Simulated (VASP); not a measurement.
# Al2GaAs3 (I-4m2) in VASP: notebook, part 2 of 2

VASP 6.6.1.

### Step 3. Single point, PBE

This run uses another cell than the first one, of 23.55 Å³/atom.

The input, INCAR:

```
SYSTEM = Al2GaAs3
PREC     = Accurate       ! precision mode
ENCUT    = 520            ! plane-wave cutoff, eV
EDIFF    = 1E-6           ! SCF threshold, eV
ISMEAR   = 0              ! smearing method
SIGMA    = 0.1            ! smearing width, eV
LREAL    = .False.        ! projectors in reciprocal space
LASPH    = .True.         ! aspherical terms in the spheres
NELM     = 80             ! most SCF steps
ALGO     = Normal         ! electronic algorithm
ISIF     = 2              ! what is computed and relaxed
LWAVE    = .False.        ! write WAVECAR
LCHARG   = .False.        ! write CHGCAR
GGA      = PE             ! functional
NBANDS   = 26             ! bands
```

The input, KPOINTS:

```
regular mesh
0
Gamma
  6 6 6
  0 0 0
```

The input, POSCAR:

```
Al2GaAs3
1.0
   -2.0291832210      2.0291832210      8.5791275097
    2.0291832210     -2.0291832210      8.5791275097
    2.0291832210      2.0291832210     -8.5791275097
Al Ga As
2 1 3
Direct
    0.8332194201      0.8332194201      0.0000000000
    0.1667805799      0.1667805799      0.0000000000
    0.5000000000      0.5000000000      0.0000000000
    0.4160887804      0.9160887804      0.5000000000
    0.0839112196      0.5839112196      0.5000000000
    0.7500000000      0.2500000000      0.5000000000
```

Potentials or basis: VASP PAW PBE potentials, release 64 (Al, Ga_d, As).

On the command line:

```console
$ cat potpaw_PBE.64/Al/POTCAR potpaw_PBE.64/Ga_d/POTCAR potpaw_PBE.64/As/POTCAR > POTCAR
$ mpirun -np 1 vasp_std > vasp.out
```

OUTCAR:

```text
SYSTEM = Al2GaAs3
   PREC = Accurate
   ENCUT = 520
   EDIFF = 1E-6
   ISMEAR = 0
   LREAL = .False.
   LASPH = .True.
   NELM = 80
   ISIF = 2
   GGA = PE

 ion  position               nearest neighbor table
   1  0.833  0.833  0.000-   4 2.48   4 2.48   6 2.48   6 2.48
   2  0.167  0.167  0.000-   5 2.48   5 2.48   6 2.48   6 2.48
   3  0.500  0.500  0.000-   4 2.49   5 2.49   5 2.49   4 2.49
   4  0.416  0.916  0.500-   1 2.48   1 2.48   3 2.49   3 2.49
   5  0.084  0.584  0.500-   2 2.48   2 2.48   3 2.49   3 2.49
   6  0.750  0.250  0.500-   1 2.48   2 2.48   1 2.48   2 2.48

  LATTYP: Found a body centered tetragonal cell.
 ALAT       =     4.0583664420
 C/A-ratio  =     4.2278722892

  Lattice vectors:

 A1 = (  -2.0291832210,   2.0291832210,   8.5791275097)
 A2 = (   2.0291832210,  -2.0291832210,   8.5791275097)
 A3 = (   2.0291832210,   2.0291832210,  -8.5791275097)

Analysis of symmetry for initial positions (statically):
=====================================================================
 Subroutine PRICEL returns:
 Original cell was already a primitive cell.

 Routine SETGRP: Setting up the symmetry group for a
 body centered tetragonal supercell.

 Subroutine GETGRP returns: Found  8 space group operations
 (whereof  8 operations were pure point group operations)
 out of a pool of 16 trial point group operations.

The static configuration has the point symmetry D_2d.

Analysis of symmetry for dynamics (positions and initial velocities):
=====================================================================
 Subroutine PRICEL returns:
 Original cell was already a primitive cell.

 Routine SETGRP: Setting up the symmetry group for a
 body centered tetragonal supercell.

 Subroutine GETGRP returns: Found  8 space group operations
 (whereof  8 operations were pure point group operations)
 out of a pool of 16 trial point group operations.

The dynamic configuration has the point symmetry D_2d.

 Subroutine INISYM returns: Found  8 space group operations
 (whereof  8 operations are pure point group operations),
 and found     1 'primitive' translations

----------------------------------------------------------------------------------------

                                     Primitive cell

  volume of cell :     141.3011

  direct lattice vectors                    reciprocal lattice vectors
    -2.029183221  2.029183221  8.579127510     0.000000000  0.246404561  0.058280985
     2.029183221 -2.029183221  8.579127510     0.246404561  0.000000000  0.058280985
     2.029183221  2.029183221 -8.579127510     0.246404561  0.246404561  0.000000000

  length of vectors
     9.046358268  9.046358268  9.046358268     0.253203240  0.253203240  0.348468671

  position of ions in fractional coordinates (direct lattice)
     0.833219420  0.833219420  0.000000000
     0.166780580  0.166780580  0.000000000
     0.500000000  0.500000000  0.000000000
     0.416088780  0.916088780  0.500000000
     0.083911220  0.583911220  0.500000000
     0.750000000  0.250000000  0.500000000

  ion indices of the primitive-cell ions
   primitive index   ion index
                 1           1
[... 33 lines left out ...]
            Coordinates               Weight
  0.000000  0.000000  0.000000      1.000000
  0.166667 -0.000000  0.000000      8.000000
  0.333333 -0.000000  0.000000      8.000000
  0.500000 -0.000000  0.000000      4.000000
  0.166667  0.166667  0.000000      8.000000
  0.333333  0.166667  0.000000     16.000000
[... 16 lines left out ...]
 -0.333333 -0.333333  0.166667      8.000000
 -0.166667 -0.333333  0.166667      8.000000
 [... further k-points ...]
   k-points           NKPTS =     30   k-points in BZ     NKDIM =     30   number of bands    NBANDS=     26
   number of dos      NEDOS =    301   number of ions     NIONS =      6
   total plane-waves  NPLWV = 343000
   dimension x,y,z NGX =    70 NGY =   70 NGZ =   70
   dimension x,y,z NGXF=   140 NGYF=  140 NGZF=  140
   ions per type =               2   1   3
   NGX,Y,Z   is equivalent  to a cutoff of  12.86, 12.86, 12.86 a.u.
   NGXF,Y,Z  is equivalent  to a cutoff of  25.73, 25.73, 25.73 a.u.
 SYSTEM =  Al2GaAs3
   PREC   = accura    normal or accurate (medium, high low for compatibility)
   ISTART =      0    job   : 0-new  1-cont  2-samecut
   ICHARG =      2    charge: 1-file 2-atom 10-const
   ISPIN  =      1    spin polarized calculation?
   LNONCOLLINEAR =      F non collinear calculations
   LSORBIT =      F    spin-orbit coupling
   LASPH  =      T    aspherical Exc in radial PAW
   ENCUT  =  520.0 eV  38.22 Ry    6.18 a.u.  16.82 16.82 16.82*2*pi/ulx,y,z
   NELM   =     80;   NELMIN=  2; NELMDL= -5     # of ELM steps
   EDIFF  = 0.1E-05   stopping-criterion for ELM
   LREAL  =      F    real-space projection
   EDIFFG = 0.1E-04   stopping-criterion for IOM
   NSW    =      0    number of steps for IOM
   IBRION =     -1    ionic relax: 0-MD 1-quasi-New 2-CG
   NFREE  =      0    steps in history (QN), initial steepest desc. (CG)
   ISIF   =      2    stress and relaxation
   ISYM   =      2    0-nonsym 1-usesym 2-fastsym
   POTIM  = 0.5000    time-step for ionic-motion
   TEBEG  =    0.0;   TEEND  =   0.0 temperature during run
   PSTRESS=    0.0 pullay stress
   NELECT =      34.0000    total number of electrons
   NUPDOWN=      -1.0000    fix difference up-down
   EMIN   =  10.00;   EMAX   =-10.00  energy-range for DOS
   EFERMI =   0.00;   METHOD = LEGACY
   ISMEAR =     0;   SIGMA  =   0.10  broadening in eV -4-tet -1-fermi 0-gaus
   EFERMI_NEDOS =   21; number of points for ismear=-14 and -15
   IALGO  =     38    algorithm
   IMIX   =      4    mixing-type and parameters
     AMIX     =   0.40;   BMIX     =  1.00
     AMIX_MAG =   1.60;   BMIX_MAG =  1.00
  volume/ion in A,a.u.               =      23.55       158.92
  Fermi-wavevector in a.u.,A,eV,Ry     =   1.018246  1.924205 14.106851  1.036824
  Thomas-Fermi vector in A             =   2.151692
   LORBIT       =      0    0 simple, 1 ext, 2 COOP (PROOUT), +10 PAW based schemes
   GGA     = PE    functional components
   LHFCALC =     F    Hartree Fock is set to
   AEXX    =    0.0000 exact exchange contribution
   IVDW    =     0    specifies the selected vdW correction
   LEPSILON=     F    determine dielectric tensor
   LRPA    =     F    only Hartree local field effects (RPA)
 non-spin polarized calculation
 Gauss-broadening in eV      SIGMA  =   0.10
  energy-cutoff  :      520.00
  volume of cell :      141.30
 maximum number of plane-waves:      3856
 NGX is ok and might be reduce to    70
   NGX = 33   NGY = 33   NGZ = 33

 number of electron      33.9999996 magnetization

 Free energy of the ion-electron system (eV)
  ---------------------------------------------------
  ext. energy  EPLUGINS =         0.00000000
  ---------------------------------------------------
  free energy    TOTEN  =       -27.02415259 eV

  energy without entropy =      -27.02415259  energy(sigma->0) =      -27.02415259

 E-fermi :   4.0486     XC(G=0):  -9.0635

 val. band max:        3.5611405461   @ k =   0.0000   0.0000   0.0000
 cond. band min:       4.6813912035   @ k =   0.0000   0.0000   0.0000
 fundamental gap:      1.1202506574
 Fermi energy:         4.0485675443

 k-point     1 :       0.0000    0.0000    0.0000
  band No.  band energies     occupation
      1     -10.9619      2.00000
      2     -10.8956      2.00000
      3     -10.8956      2.00000
      4     -10.8586      2.00000
      5     -10.8410      2.00000
      6      -8.3594      2.00000
[... 685 lines left out ...]
     25       8.4526      0.00000
     26       9.1234      0.00000

 [... further k-points ...]

------------------------ aborting loop because EDIFF is reached ----------------------------------------

  FORCE on cell =-STRESS in cart. coord.  units (eV):
  Direction    XX          YY          ZZ          XY          YZ          ZX
  --------------------------------------------------------------------------------------
  -------------------------------------------------------------------------------------
  Total        0.1871589      0.1871589      0.1872910      0.0000000      0.0000000      0.0000000
  in kB        2.1221470      2.1221470      2.1236446      0.0000000      0.0000000      0.0000000
  external PRESSURE =       2.1226462 kB  Pullay stress =       0.0000000 kB

 VOLUME and BASIS-vectors are now :
 -----------------------------------------------------------------------------
  energy-cutoff  :      520.00
  volume of cell :      141.30
      direct lattice vectors                 reciprocal lattice vectors
    -2.029183221  2.029183221  8.579127510     0.000000000  0.246404561  0.058280985
     2.029183221 -2.029183221  8.579127510     0.246404561  0.000000000  0.058280985
     2.029183221  2.029183221 -8.579127510     0.246404561  0.246404561  0.000000000

 POSITION                                       TOTAL-FORCE (eV/Angst)
 -----------------------------------------------------------------------------------
      0.00000      0.00000     14.29659        -0.000000     -0.000000      0.000055
      0.00000      0.00000      2.86166        -0.000000     -0.000000     -0.000055
      0.00000      0.00000      8.57913        -0.000000     -0.000000      0.000000
      2.02918      0.00000      7.13936         0.000000      0.000000     -0.002093
      2.02918     -0.00000      1.43977         0.000000      0.000000      0.002093
      0.00000      2.02918      4.28956        -0.000000     -0.000000      0.000000
 -----------------------------------------------------------------------------------
    total drift:                                0.000001     -0.000001      0.000000

  FREE ENERGIE OF THE ION-ELECTRON SYSTEM (eV)
  ---------------------------------------------------
  free  energy   TOTEN  =       -27.0241525876 eV

  energy  without entropy=      -27.0241525876  energy(sigma->0) =      -27.02415259
```

Wall time 15 min (1 thread of Intel Xeon 8259CL, shared host); peak memory 0.73 GiB.

Results:

* Free energy: -27.0242 eV
* Pressure: 0.2 GPa
* Band gap on the k mesh: 1.12 eV

Forces in eV/Å, atoms in the order of the input:
```
Al   0.000  0.000  0.000
Al   0.000  0.000  0.000
Ga   0.000  0.000  0.000
As   0.000  0.000 -0.002
As   0.000  0.000  0.002
As   0.000  0.000  0.000
```

### Step 4. Relaxation of cell and atoms, PBE

The input, INCAR:

```
ALGO = Normal
EDIFF = 1E-6
EDIFFG = -0.04
ENCUT = 600
GGA = PE
IBRION = 2
ISIF = 3
ISMEAR = 0
LASPH = T
LCHARG = F
LREAL = F
LWAVE = F
NELM = 100
NSW = 90
PREC = Accurate
SIGMA = 0.1
```

The input, KPOINTS:

```
k-points
0
Gamma
  6 6 6
```

The input, POSCAR:

```
Al2GaAs3
1.0
   -1.9268134300      1.9268134300      8.1747770700
    1.9268134300     -1.9268134300      8.1747770700
    1.9268134300      1.9268134300     -8.1747770700
Al Ga As
2 1 3
Direct
    0.8333333300      0.8333333300      0.0000000000
    0.1666666700      0.1666666700      0.0000000000
    0.5000000000      0.5000000000      0.0000000000
    0.4166666700      0.9166666700      0.5000000000
    0.0833333300      0.5833333300      0.5000000000
    0.7500000000      0.2500000000      0.5000000000
```

Potentials or basis: VASP PAW PBE potentials, release 64 (Al, Ga_d, As).

On the command line:

```console
$ cat potpaw_PBE.64/Al/POTCAR potpaw_PBE.64/Ga_d/POTCAR potpaw_PBE.64/As/POTCAR > POTCAR
$ mpirun -np 1 vasp_std > vasp.out
```

OUTCAR:

```text
EDIFF = 1E-6
   EDIFFG = -0.04
   ENCUT = 600
   GGA = PE
   IBRION = 2
   ISIF = 3
   ISMEAR = 0
   LASPH = T
   LREAL = F
   NELM = 100
   NSW = 90
   PREC = Accurate

 ion  position               nearest neighbor table
   1  0.833  0.833  0.000-   6 2.36   6 2.36   4 2.36   4 2.36
   2  0.167  0.167  0.000-   6 2.36   6 2.36   5 2.36   5 2.36
   3  0.500  0.500  0.000-   5 2.36   4 2.36   5 2.36   4 2.36
   4  0.417  0.917  0.500-   3 2.36   3 2.36   1 2.36   1 2.36
   5  0.083  0.583  0.500-   3 2.36   3 2.36   2 2.36   2 2.36
   6  0.750  0.250  0.500-   1 2.36   2 2.36   1 2.36   2 2.36

  LATTYP: Found a body centered tetragonal cell.
 ALAT       =     3.8536268600
 C/A-ratio  =     4.2426406951

  Lattice vectors:

 A1 = (  -1.9268134300,   1.9268134300,   8.1747770700)
 A2 = (   1.9268134300,  -1.9268134300,   8.1747770700)
 A3 = (   1.9268134300,   1.9268134300,  -8.1747770700)

Analysis of symmetry for initial positions (statically):
[... 191 lines left out ...]

 k-point     1 :       0.0000    0.0000    0.0000
  band No.  band energies     occupation
      1      -9.8473      2.00000
      2      -9.7298      2.00000
      3      -9.7298      2.00000
      4      -9.6751      2.00000
      5      -9.6427      2.00000
      6      -7.9577      2.00000
[... 726 lines left out ...]
--------------------------------------- Ionic step        5  -------------------------------------------

 number of electron      33.9999996 magnetization

 Free energy of the ion-electron system (eV)
  ---------------------------------------------------
  ext. energy  EPLUGINS =         0.00000000
  ---------------------------------------------------
  free energy    TOTEN  =       -27.02323253 eV

  energy without entropy =      -27.02323253  energy(sigma->0) =      -27.02323253

 E-fermi :   3.9842     XC(G=0):  -9.0520

 val. band max:        3.5408116054   @ k =   0.0000   0.0000   0.0000
 cond. band min:       4.6453052779   @ k =   0.0000   0.0000   0.0000
 fundamental gap:      1.1044936725
 Fermi energy:         3.9842294934

 k-point     1 :       0.0000    0.0000    0.0000
  band No.  band energies     occupation
      1     -10.9864      2.00000
      2     -10.9202      2.00000
      3     -10.9202      2.00000
      4     -10.8833      2.00000
      5     -10.8656      2.00000
      6      -8.3685      2.00000
[... 600 lines left out ...]
  FREE ENERGIE OF THE ION-ELECTRON SYSTEM (eV)
  ---------------------------------------------------
  free  energy   TOTEN  =       -27.0232325333 eV

  energy  without entropy=      -27.0232325333  energy(sigma->0) =      -27.02323253

 reached required accuracy - stopping structural energy minimisation
```

It took 36 min on 1 thread of Intel Xeon 8259CL, shared host; peak memory 0.83 GiB.

Results:

| Item | Value |
| --- | --- |
| Free energy | -27.0232 eV |
| Relaxed volume | 23.62 Å³/atom |
| Relaxed cell | a = 9.064 Å, b = 9.064 Å, c = 9.064 Å, α = 154.12°, β = 154.12°, γ = 36.93° |
| Space group after relaxing (to 0.1 Å) | I-4m2 (No. 119) |
| Energy gained by relaxing | 131.0 meV/atom |
| Ionic steps | 5 |
| Pressure after relaxing | 0.0 GPa |
| Largest force after relaxing | 0.031 eV/Å |
| Band gap on the k mesh | 1.10 eV |

Forces in eV/Å, atoms in the order of the input:
```
Al   0.000  0.000 -0.016
Al   0.000  0.000  0.016
Ga   0.000  0.000  0.000
As   0.000  0.000 -0.031
As   0.000  0.000  0.031
As   0.000  0.000  0.000
```

Stress tensor (GPa, compression positive):
```
 0.05  0.00  0.00
 0.00  0.05  0.00
 0.00  0.00 -0.03
```

The path:
```csv
step,energy change (eV),largest force (eV/Å),pressure (GPa),volume (Å³)
1,0.0000,0.0981,14.20,121.40
2,-0.5506,0.0687,-4.91,155.71
3,-0.7857,0.0641,0.01,141.75
4,-0.7855,0.0642,-0.17,142.17
5,-0.7861,0.0314,0.02,141.70
```

Final structure:
```
Al Ga As
1.0
    -2.02988    2.02988    8.59725
     2.02988   -2.02988    8.59725
     2.02988    2.02988   -8.59725
Al Ga As
2 1 3
Direct
  0.83338 0.83338 0.00000
  0.16662 0.16662 0.00000
  0.50000 0.50000 0.00000
  0.41631 0.91631 0.50000
  0.08369 0.58369 0.50000
  0.75000 0.25000 0.50000
```

Caveat: the volume moved by over 15 % at a fixed basis, so the end points are rough.

### Step 5. Single point, PBE

This run uses another cell than the first one, of 23.57 Å³/atom.

The input, INCAR:

```
SYSTEM = Al2GaAs3
ALGO     = Normal         ! electronic algorithm
EDIFF    = 1E-6           ! SCF threshold, eV
ENCUT    = 520            ! plane-wave cutoff, eV
GGA      = PE             ! functional
ISIF     = 2              ! what is computed and relaxed
ISMEAR   = 0              ! smearing method
LASPH    = .True.         ! aspherical terms in the spheres
LCHARG   = .True.         ! write CHGCAR
LELF     = .True.         ! ELF
LREAL    = .False.        ! projectors in reciprocal space
LVHAR    = .True.       
LWAVE    = .False.        ! write WAVECAR
NBANDS   = 26             ! bands
NELM     = 80             ! most SCF steps
PREC     = Accurate       ! precision mode
SIGMA    = 0.02           ! smearing width, eV
```

The input, KPOINTS:

```
k-points
0
Gamma
  10 10 10
  0 0 0
```

The input, POSCAR:

```
Al2GaAs3
1.0
   -2.0277636895      2.0277636895      8.5980649509
    2.0277636895     -2.0277636895      8.5980649509
    2.0277636895      2.0277636895     -8.5980649509
Al Ga As
2 1 3
Direct
    0.8332137706      0.8332137706      0.0000000000
    0.1667862294      0.1667862294      0.0000000000
    0.5000000000      0.5000000000      0.0000000000
    0.4160980732      0.9160980732      0.5000000000
    0.0839019268      0.5839019268      0.5000000000
    0.7500000000      0.2500000000      0.5000000000
```

On the command line:

```console
$ cat potpaw_PBE.64/Al/POTCAR potpaw_PBE.64/Ga_d/POTCAR potpaw_PBE.64/As/POTCAR > POTCAR
$ mpirun -np 1 vasp_std > vasp.out
```

It took 45 min on 1 thread of Intel Xeon 8259CL, shared host; peak memory 0.93 GiB.

It converged, with:

| Property | Result |
| --- | --- |
| Free energy | -27.0391 eV |
| Pressure | 0.2 GPa |
| Band gap on the k mesh | 1.11 eV |

Levels at points of the mesh, in eV from the valence-band top:
```csv
k point,band 15,band 16,band 17,band 18,band 19,band 20
"(0.00, 0.00, 0.00)",-0.02,0.00,0.00,1.11,1.85,2.06
"(0.50, 0.00, 0.00)",-0.96,-0.89,-0.84,1.54,2.86,3.03
"(0.50, 0.50, 0.00)",-2.71,-2.23,-2.23,1.50,2.00,3.09
"(0.50, 0.50, 0.50)",-0.91,-0.72,-0.72,1.51,1.99,2.83
```

A k mesh can miss the band edges.

### Step 6. The runs side by side

| task | cell | k mesh | cutoff (eV) | smearing | gap on the mesh (eV) | pressure (GPa) | largest force (eV/Å) |
| --- | --- | --- | --- | --- | --- | --- | --- |
| single point | a = 8.617 Å, angles 154.2, 154.2, 36.9°, 6 atoms | 6 × 6 × 6 | 520 | gaussian 0.1 eV | 1.19 | 14.2 | 0.10 |
| single point | a = 9.046 Å, angles 154.1, 154.1, 37.0°, 6 atoms | 6 × 6 × 6 | 520 | gaussian 0.1 eV | 1.12 | 0.2 | - |
| relaxation of cell and atoms | relaxed from a = 8.617 Å, angles 154.2, 154.2, 36.9°, 6 atoms | 6 × 6 × 6 | 600 | gaussian 0.1 eV | 1.10 | 0.0 | 0.03 |
| single point | a = 9.064 Å, angles 154.1, 154.1, 36.9°, 6 atoms | 10 × 10 × 10 | 520 | gaussian 0.02 eV | 1.11 | 0.2 | - |

Alike in all rows: level PBE; potentials or basis VASP PAW PBE potentials, release 64 (Al, Ga_d, As); no spin polarisation.

Caveats: the cell stands under pressure (at least some runs); the volume moved by over 15 % at a fixed basis, so the end points are rough (at least some runs).

Absolute energies hang on the potentials; compare differences alone.
